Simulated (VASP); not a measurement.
Runs of VASP 6.6.1 on ZrIn2Se3. The structure is that of space group P-4m2 (No. 115), or close to it. The cells are those of the table. 

| task | spin | cell | k mesh | cutoff (eV) | gap on the mesh (eV) | pressure (GPa) | largest force (eV/Å) |
| --- | --- | --- | --- | --- | --- | --- | --- |
| single point | off | a = 3.881, b = 3.881, c = 8.705 Å, 6 atoms | 4 × 4 × 2 | 520 | none | (a) | 1.90 |
| single point | collinear, ferromagnetic start | a = 3.913, b = 3.913, c = 9.191 Å, 6 atoms | 4 × 4 × 2 | 520 | none | 0.2 | 0.03 |
| single point | off | a = 3.917, b = 3.917, c = 9.210 Å, 6 atoms | 10 × 10 × 4 | 520 | none | 0.0 | - |
| relaxation of cell and atoms | off | relaxed from a = 3.881, b = 3.881, c = 8.705 Å, 6 atoms | 4 × 4 × 2 | 600 | none | 0.3 | 0.04 |
| single point | off | a = 3.913, b = 3.913, c = 9.191 Å, 6 atoms | 4 × 4 × 2 | 520 | none | 0.2 | 0.03 |

Alike in all rows: level PBE; potentials or basis VASP PAW PBE potentials, release 64 (Zr_sv, In_d, Se); smearing gaussian 0.1 eV.

**Question.** Estimate the missing entries.

**Answer.** (a) 4.7.

Caveats: some runs use coarse meshes; spin-orbit coupling is left out, which moves the levels of the heavy elements; forces of over 1 eV/Å act on the atoms, so gaps and moduli don't describe the material at rest (some runs).

A k mesh can miss the band edges, and the runs leave out spin-orbit coupling on In, Se, Zr.

A gap of «none» marks levels without a gap at the run's occupations.
